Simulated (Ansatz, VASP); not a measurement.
## One calculation of KF, two programs

File INCAR:

```
ALGO = Normal
EDIFF = 1E-8
ENCUT = 520
GGA = PE
ISIF = 2
ISMEAR = -1
LASPH = T
LCHARG = F
LEFG = T
LREAL = F
LWAVE = F
NBANDS = 15
NELM = 80
PREC = Accurate
SIGMA = 0.01
```

File KPOINTS:

```
k-points
0
Gamma
  9 9 9
```

File POSCAR:

```
KF
1.0
    0.0000000000      2.6193877275      2.6193877275
    2.6193877275      0.0000000000      2.6193877275
    2.6193877275      2.6193877275      0.0000000000
K F
1 1
Direct
    0.0000000000      0.0000000000      0.0000000000
    0.5000000000      0.5000000000      0.5000000000
```

Input for Ansatz:

```yaml
crystal:
  lattice:
    - [0.0, 2.6193877275, 2.6193877275]
    - [2.6193877275, 0.0, 2.6193877275]
    - [2.6193877275, 2.6193877275, 0.0]
  atoms:
    - { symbol: K, position: [0.0, 0.0, 0.0] }
    - { symbol: F, position: [0.5, 0.5, 0.5] }
kpoints:
  mp_grid: { grid: [9, 9, 9] }
scf:
  occupations: { method: fermi_dirac, width: 0.01 }
hamiltonian:
  xc: pbe
  pseudopotentials: { kind: paw }
output:
  forces: true
  stress: true
  eigenvalues: true
  efg: { contact_densities: true }
```

Change from the starting cell: volume scaled by 0.9405, PAW files.

Alike in both runs: task electric field gradients; functional PBE; k mesh 9 × 9 × 9; occupations fermi-dirac, width 0.01 eV; no spin polarisation.

|  | VASP | Ansatz |
| --- | --- | --- |
| version | VASP 6.6.1 | Ansatz 0.2.0 |
| potentials or method | VASP PAW PBE potentials, release 64 (K_sv, F) | PAW with Ansatz's default frozen-core files, scalar-relativistic |
| plane-wave cutoff (eV) | 520 | 420 |
| valence electrons in the cell | 16 | 16 |

```csv
,VASP,Ansatz,Ansatz less VASP
gap on the k mesh at the Fermi level (eV),6.49,6.51,+0.018
pressure (GPa),3.9,3.8,-0.10
```
